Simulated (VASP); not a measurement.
# Ga2O3 (P1) in VASP: single point with r2SCAN

Aim: the single point of Ga2O3 with r2SCAN.

Everything below comes from runs of VASP 6.6.1. Logs are shortened: lines on timing, memory, paths and dates and some standing lists are left out, and cuts for length are marked.

**1. The cell of the first run**

The typed cell holds 10 atoms: a = 5.325 Å, b = 5.325 Å, c = 5.325 Å, α = 55.81°, β = 55.81°, γ = 55.81°.

**2. Single point, r2SCAN (all Ga atoms moved -0.100 Å, as atom 1 along Cartesian [1 1 1])**

POSCAR reads:

```
Ga2O3
1.0
    2.4923023535      1.4389314347      4.4806666158
   -2.4923023535      1.4389314347      4.4806666158
    0.0000000000     -2.8778628693      4.4806666158
Ga O
4 6
Direct
    0.3328373003      0.3560026385      0.3644817407
    0.1220326037      0.1451979419      0.1536770441
    0.6220326037      0.6451979419      0.6536770441
    0.8328373003      0.8560026385      0.8644817407
    0.5536262452      0.9463737548      0.2500000000
    0.2500000000      0.5536262452      0.9463737548
    0.9463737548      0.2500000000      0.5536262452
    0.4463737548      0.0536262452      0.7500000000
    0.7500000000      0.4463737548      0.0536262452
    0.0536262452      0.7500000000      0.4463737548
```

INCAR.step1 reads:

```
PREC = Accurate ; ENCUT = 520
ISMEAR = 0 ; SIGMA = 0.05
LREAL = F ; LASPH = T
NELM = 100 ; NBANDS = 55
GGA = PE ; ALGO = Normal
EDIFF = 1E-4 ; LWAVE = T
LCHARG = F
```

INCAR.step2 reads:

```
PREC = Accurate ; ENCUT = 520
EDIFF = 1E-7 ; ISMEAR = 0
SIGMA = 0.05 ; LREAL = F
LASPH = T ; NELM = 100
ALGO = Normal ; ISIF = 2
LWAVE = F ; LCHARG = F
METAGGA = R2SCAN ; LMIXTAU = T
NBANDS = 55 ; ISTART = 1
```

KPOINTS reads:

```
Automatic mesh
0
Gamma
  6 6 6
```

Potentials or basis: VASP PAW PBE potentials, release 64 (Ga_d, O).

Command:

```
cat potpaw_PBE.64/Ga_d/POTCAR potpaw_PBE.64/O/POTCAR > POTCAR
cp INCAR.step1 INCAR
mpirun -np 1 vasp_std > vasp.out
cp INCAR.step2 INCAR
mpirun -np 1 vasp_std > vasp.out
```

OUTCAR:

```text
PREC = Accurate
   ENCUT = 520
   EDIFF = 1E-7
   ISMEAR = 0
   LREAL = F
   LASPH = T
   NELM = 100
   ISIF = 2
   METAGGA = R2SCAN
   ISTART = 1

 ion  position               nearest neighbor table
   1  0.333  0.356  0.364-  10 1.90   8 1.94   7 1.98   9 2.02   6 2.05   5 2.08   2 2.83
   2  0.122  0.145  0.154-   9 1.85  10 1.88   8 1.98   7 2.06   6 2.13   5 2.16   1 2.83
   3  0.622  0.645  0.654-   6 1.83   5 1.92   7 1.96   8 2.07   9 2.10  10 2.17   4 2.83
   4  0.833  0.856  0.864-   5 1.88   7 1.98   8 1.99   6 2.00   9 2.02  10 2.09   3 2.83
   5  0.554  0.946  0.250-   4 1.88   3 1.92   1 2.08   2 2.16
   6  0.250  0.554  0.946-   3 1.83   4 2.00   1 2.05   2 2.13
   7  0.946  0.250  0.554-   3 1.96   4 1.98   1 1.98   2 2.06
   8  0.446  0.054  0.750-   1 1.94   2 1.98   4 1.99   3 2.07
   9  0.750  0.446  0.054-   2 1.85   1 2.02   4 2.02   3 2.10
  10  0.054  0.750  0.446-   2 1.88   1 1.90   4 2.09   3 2.17

  LATTYP: Found a trigonal (rhomboedric) cell.
 ALAT       =     5.3252669433
 COS(alpha) =     0.5619247826

  Lattice vectors:

 A1 = (   2.4923023535,   1.4389314347,   4.4806666158)
 A2 = (  -2.4923023535,   1.4389314347,   4.4806666158)
 A3 = (   0.0000000000,  -2.8778628693,   4.4806666158)

Analysis of symmetry for initial positions (statically):
=====================================================================
 Subroutine PRICEL returns:
 Original cell was already a primitive cell.

 Routine SETGRP: Setting up the symmetry group for a
 trigonal (rhombohedral) supercell.

 Subroutine GETGRP returns: Found  1 space group operations
 (whereof  1 operations were pure point group operations)
 out of a pool of 12 trial point group operations.

The static configuration has the point symmetry C_1 .

Analysis of symmetry for dynamics (positions and initial velocities):
=====================================================================
 Subroutine PRICEL returns:
 Original cell was already a primitive cell.

 Routine SETGRP: Setting up the symmetry group for a
 trigonal (rhombohedral) supercell.

 Subroutine GETGRP returns: Found  1 space group operations
 (whereof  1 operations were pure point group operations)
 out of a pool of 12 trial point group operations.

The dynamic configuration has the point symmetry C_1 .

 Subroutine INISYM returns: Found  1 space group operations
 (whereof  1 operations are pure point group operations),
 and found     1 'primitive' translations

----------------------------------------------------------------------------------------

                                     Primitive cell

  volume of cell :      96.4128

  direct lattice vectors                    reciprocal lattice vectors
     2.492302353  1.438931435  4.480666616     0.200617714  0.115826691  0.074393692
    -2.492302353  1.438931435  4.480666616    -0.200617714  0.115826691  0.074393692
     0.000000000 -2.877862869  4.480666616     0.000000000 -0.231653382  0.074393692

  length of vectors
     5.325266943  5.325266943  5.325266943     0.243305797  0.243305797  0.243305797

  position of ions in fractional coordinates (direct lattice)
     0.332837300  0.356002639  0.364481741
     0.122032604  0.145197942  0.153677044
     0.622032604  0.645197942  0.653677044
     0.832837300  0.856002639  0.864481741
     0.553626245  0.946373755  0.250000000
     0.250000000  0.553626245  0.946373755
     0.946373755  0.250000000  0.553626245
     0.446373755  0.053626245  0.750000000
     0.750000000  0.446373755  0.053626245
     0.053626245  0.750000000  0.446373755

  ion indices of the primitive-cell ions
   primitive index   ion index
                 1           1
                 2           2
                 3           3
                 4           4
                 5           5
                 6           6
                 7           7
                 8           8
                 9           9
                10          10

----------------------------------------------------------------------------------------

 KPOINTS: Automatic mesh

Automatic generation of k-mesh.
 Grid dimensions read from file:
 generate k-points for:    6    6    6

 Generating k-lattice:

  Cartesian coordinates                     Fractional coordinates (reciprocal lattice)
     0.033436286  0.019304449  0.012398949     0.166666667  0.000000000  0.000000000
    -0.033436286  0.019304449  0.012398949     0.000000000  0.166666667  0.000000000
     0.000000000 -0.038608897  0.012398949    -0.000000000 -0.000000000  0.166666667

  Length of vectors
     0.040550966  0.040550966  0.040550966

  Shift w.r.t. Gamma in fractional coordinates (k-lattice)
     0.000000000  0.000000000  0.000000000

 Subroutine IBZKPT returns following result:
 ===========================================

 Found    112 irreducible k-points:

 Following reciprocal coordinates:
            Coordinates               Weight
  0.000000  0.000000  0.000000      1.000000
  0.166667 -0.000000 -0.000000      2.000000
 -0.000000  0.166667 -0.000000      2.000000
 -0.000000 -0.000000  0.166667      2.000000
  0.333333  0.000000 -0.000000      2.000000
  0.000000  0.333333 -0.000000      2.000000
[... 16 lines left out ...]
 -0.166667  0.500000 -0.000000      2.000000
  0.166667 -0.000000  0.500000      2.000000
 [... further k-points ...]
   k-points           NKPTS =    112   k-points in BZ     NKDIM =    112   number of bands    NBANDS=     55
   number of dos      NEDOS =    301   number of ions     NIONS =     10
   total plane-waves  NPLWV =  64000
   dimension x,y,z NGX =    40 NGY =   40 NGZ =   40
   dimension x,y,z NGXF=    80 NGYF=   80 NGZF=   80
   ions per type =               4   6
   NGX,Y,Z   is equivalent  to a cutoff of  12.49, 12.49, 12.49 a.u.
   NGXF,Y,Z  is equivalent  to a cutoff of  24.97, 24.97, 24.97 a.u.
 SYSTEM =  unknown system
   PREC   = accura    normal or accurate (medium, high low for compatibility)
   ISTART =      1    job   : 0-new  1-cont  2-samecut
   ICHARG =      0    charge: 1-file 2-atom 10-const
   ISPIN  =      1    spin polarized calculation?
   LNONCOLLINEAR =      F non collinear calculations
   LSORBIT =      F    spin-orbit coupling
   LASPH  =      T    aspherical Exc in radial PAW
   ENCUT  =  520.0 eV  38.22 Ry    6.18 a.u.   9.90  9.90  9.90*2*pi/ulx,y,z
   NELM   =    100;   NELMIN=  2; NELMDL=  0     # of ELM steps
   EDIFF  = 0.1E-06   stopping-criterion for ELM
   LREAL  =      F    real-space projection
   EDIFFG = 0.1E-05   stopping-criterion for IOM
   NSW    =      0    number of steps for IOM
   IBRION =     -1    ionic relax: 0-MD 1-quasi-New 2-CG
   NFREE  =      0    steps in history (QN), initial steepest desc. (CG)
   ISIF   =      2    stress and relaxation
   ISYM   =      2    0-nonsym 1-usesym 2-fastsym
   POTIM  = 0.5000    time-step for ionic-motion
   TEBEG  =    0.0;   TEEND  =   0.0 temperature during run
   PSTRESS=    0.0 pullay stress
   NELECT =      88.0000    total number of electrons
   NUPDOWN=      -1.0000    fix difference up-down
   EMIN   =  10.00;   EMAX   =-10.00  energy-range for DOS
   EFERMI =   0.00;   METHOD = LEGACY
   ISMEAR =     0;   SIGMA  =   0.05  broadening in eV -4-tet -1-fermi 0-gaus
   EFERMI_NEDOS =   21; number of points for ismear=-14 and -15
   IALGO  =     38    algorithm
   IMIX   =      4    mixing-type and parameters
     AMIX     =   0.40;   BMIX     =  1.00
     AMIX_MAG =   1.60;   BMIX_MAG =  1.00
  volume/ion in A,a.u.               =       9.64        65.06
  Fermi-wavevector in a.u.,A,eV,Ry     =   1.588026  3.000933 34.311514  2.521825
  Thomas-Fermi vector in A             =   2.687093
   LORBIT       =      0    0 simple, 1 ext, 2 COOP (PROOUT), +10 PAW based schemes
   METAGGA = R2SCAN    functional components
   LHFCALC =     F    Hartree Fock is set to
   AEXX    =    0.0000 exact exchange contribution
   IVDW    =     0    specifies the selected vdW correction
   LEPSILON=     F    determine dielectric tensor
   LRPA    =     F    only Hartree local field effects (RPA)
 non-spin polarized calculation
 Gauss-broadening in eV      SIGMA  =   0.05
  energy-cutoff  :      520.00
  volume of cell :       96.41
 maximum number of plane-waves:      2610
   NGX = 19   NGY = 19   NGZ = 19

 number of electron      87.9999985 magnetization

 Free energy of the ion-electron system (eV)
  ---------------------------------------------------
  ext. energy  EPLUGINS =         0.00000000
  ---------------------------------------------------
  free energy    TOTEN  =      -102.12604294 eV

  energy without entropy =     -102.12604294  energy(sigma->0) =     -102.12604294

 E-fermi :   4.3875     XC(G=0): -13.1556

 val. band max:        4.1432854945   @ k =  -0.0000  -0.1667   0.1667
 cond. band min:       7.6651347091   @ k =   0.0000   0.0000   0.0000
 fundamental gap:      3.5218492146
 Fermi energy:         4.3874887339

 k-point     1 :       0.0000    0.0000    0.0000
  band No.  band energies     occupation
      1     -15.8160      2.00000
      2     -13.8920      2.00000
      3     -13.8691      2.00000
      4     -13.8314      2.00000
      5     -13.8099      2.00000
      6     -13.7429      2.00000
[... 47 lines left out ...]
     54      16.3170      0.00000
     55      17.5030      0.00000

 k-point     2 :       0.1667   -0.0000   -0.0000
  band No.  band energies     occupation
      1     -15.6924      2.00000
      2     -14.0089      2.00000
      3     -13.8788      2.00000
      4     -13.8575      2.00000
      5     -13.8049      2.00000
      6     -13.7681      2.00000
[... 47 lines left out ...]
     54      16.8892      0.00000
     55      17.2946      0.00000
[... 1216 lines left out ...]
     54      17.2412      0.00000
     55      17.4315      0.00000

 k-point    24 :       0.1667   -0.0000    0.5000
  band No.  band energies     occupation
      1     -14.9780      2.00000
      2     -14.6267      2.00000
      3     -13.9938      2.00000
      4     -13.9328      2.00000
      5     -13.8746      2.00000
      6     -13.7686      2.00000
[... 47 lines left out ...]
     54      17.2549      0.00000
     55      17.4114      0.00000

 [... further k-points ...]

------------------------ aborting loop because EDIFF is reached ----------------------------------------

  FORCE on cell =-STRESS in cart. coord.  units (eV):
  Direction    XX          YY          ZZ          XY          YZ          ZX
  --------------------------------------------------------------------------------------
  -------------------------------------------------------------------------------------
  Total        2.0055480      2.1879301      1.6452550      0.1646302      0.5096278      0.4108393
  in kB       33.3279757     36.3587810     27.3406664      2.7358066      8.4689388      6.8272815
  external PRESSURE =      32.3424744 kB  Pullay stress =       0.0000000 kB

 VOLUME and BASIS-vectors are now :
 -----------------------------------------------------------------------------
  energy-cutoff  :      520.00
  volume of cell :       96.41
      direct lattice vectors                 reciprocal lattice vectors
     2.492302353  1.438931435  4.480666616     0.200617714  0.115826691  0.074393692
    -2.492302353  1.438931435  4.480666616    -0.200617714  0.115826691  0.074393692
     0.000000000 -2.877862869  4.480666616     0.000000000 -0.231653382  0.074393692

 POSITION                                       TOTAL-FORCE (eV/Angst)
 -----------------------------------------------------------------------------------
     -0.05774     -0.05774      4.71958         0.587464      0.632849      0.352621
     -0.05774     -0.05774      1.88595         0.785723      0.556625      0.454009
     -0.05774     -0.05774      8.60695         0.644952      0.948579      0.477890
     -0.05774     -0.05774     11.44058         0.717997      0.623768      0.339834
     -0.97885      1.43893      7.84117        -0.347608     -0.378614      0.088678
     -0.75673     -1.56717      7.84117        -0.727493     -0.861605     -0.628914
      1.73557      0.12824      7.84117        -0.293389     -0.459921     -0.275219
      0.97885     -1.43893      5.60083        -0.382184     -0.277356     -0.137861
      0.75673      1.56717      5.60083        -0.803303     -0.359819     -0.570932
     -1.73557     -0.12824      5.60083        -0.182159     -0.424507     -0.100106
 -----------------------------------------------------------------------------------
    total drift:                                0.004228      0.012038      0.009039

  FREE ENERGIE OF THE ION-ELECTRON SYSTEM (eV)
  ---------------------------------------------------
  free  energy   TOTEN  =      -102.1260429389 eV

  energy  without entropy=     -102.1260429389  energy(sigma->0) =     -102.12604294
```

Run time: 31 min. Hardware: 1 thread of AMD EPYC 9R45 (Zen 5), shared host; peak memory 0.52 GiB.

Results:

| Item | Value |
| --- | --- |
| Free energy | -102.1260 eV |
| Pressure | 3.2 GPa |
| Largest force | 1.291 eV/Å |
| Band gap on the k mesh | 3.52 eV (least direct gap 3.74 eV) |

Forces in eV/Å, atoms in the order of the input:
```
Ga   0.587  0.633  0.353
Ga   0.786  0.557  0.454
Ga   0.645  0.949  0.478
Ga   0.718  0.624  0.340
O   -0.348 -0.379  0.089
O   -0.727 -0.862 -0.629
O   -0.293 -0.460 -0.275
O   -0.382 -0.277 -0.138
O   -0.803 -0.360 -0.571
O   -0.182 -0.425 -0.100
```

Caveat: the cell differs from its parent crystal (all Ga atoms moved -0.100 Å, as atom 1 along Cartesian [1 1 1]); the cell stands under pressure; the PAW data sets were made with another functional, which shifts forces and pressure a little. A k mesh can miss the band edges.
